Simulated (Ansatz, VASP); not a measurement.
# Two plane-wave programs on PbSe

The input INCAR:

```
  PREC = Accurate
  ENCUT = 500
  EDIFF = 1E-7
  ISMEAR = 0
  SIGMA = 0.01
  LREAL = False
  LASPH = True
  NELM = 120
  ALGO = Normal
  ISIF = 3
  LWAVE = False
  LCHARG = False
  GGA = RE
  IVDW = 12
  IBRION = 2
  NSW = 80
  EDIFFG = -0.01
  GGA_COMPAT = False
  NELMIN = 4
```

File KPOINTS:

```
regular mesh
0
Gamma
  6 6 6
```

POSCAR

```
PbSe
1.0
    0.0000000000      3.0606500000      3.0606500000
    3.0606500000      0.0000000000      3.0606500000
    3.0606500000      3.0606500000      0.0000000000
Pb Se
1 1
Direct
    0.0000000000      0.0000000000      0.0000000000
    0.5000000000      0.5000000000      0.5000000000
```

Input for Ansatz:

```yaml
crystal:
  lattice:
    - [0.0, 3.06065, 3.06065]
    - [3.06065, 0.0, 3.06065]
    - [3.06065, 3.06065, 0.0]
  atoms:
    - { symbol: Pb, position: [0.0, 0.0, 0.0] }
    - { symbol: Se, position: [0.5, 0.5, 0.5] }
basis:
  ecutwfc: 510.0
kpoints:
  mp_grid:
    grid: [6, 6, 6]
hamiltonian:
  xc: revpbe
  dispersion: d3bj
scf:
  occupations:
    method: fixed
relax:
  f_tol: 0.01
  cell: {}
```

Alike in both runs: task relaxation of cell and atoms; functional revPBE; dispersion D3(BJ); k mesh 6 × 6 × 6; no spin polarisation.

```csv
,VASP,Ansatz
version,VASP 6.6.1,Ansatz 0.2.0
potentials or method,"VASP PAW PBE potentials, release 64 (Pb_d, Se), cutoff 500 eV","plane waves, PAW"
occupations,"gaussian, width 0.01 eV",fixed
valence electrons in the cell,20,30
```

|  | VASP | Ansatz | Ansatz less VASP |
| --- | --- | --- | --- |
| relaxed volume (Å³/atom) | 28.51 | 28.52 | +0.010 |
| relaxed cell length with the largest relative difference (Å) | 4.320 | 4.321 | +0.0005 |

VASP's potentials were made for PBE, not for revPBE. VASP's potentials hold 20 valence electrons a cell and Ansatz's 30, so a difference there can come from the potentials and not from the codes. Ansatz's warnings: relaxed geometry near dispersion switch.

Neither program's run includes spin-orbit coupling.
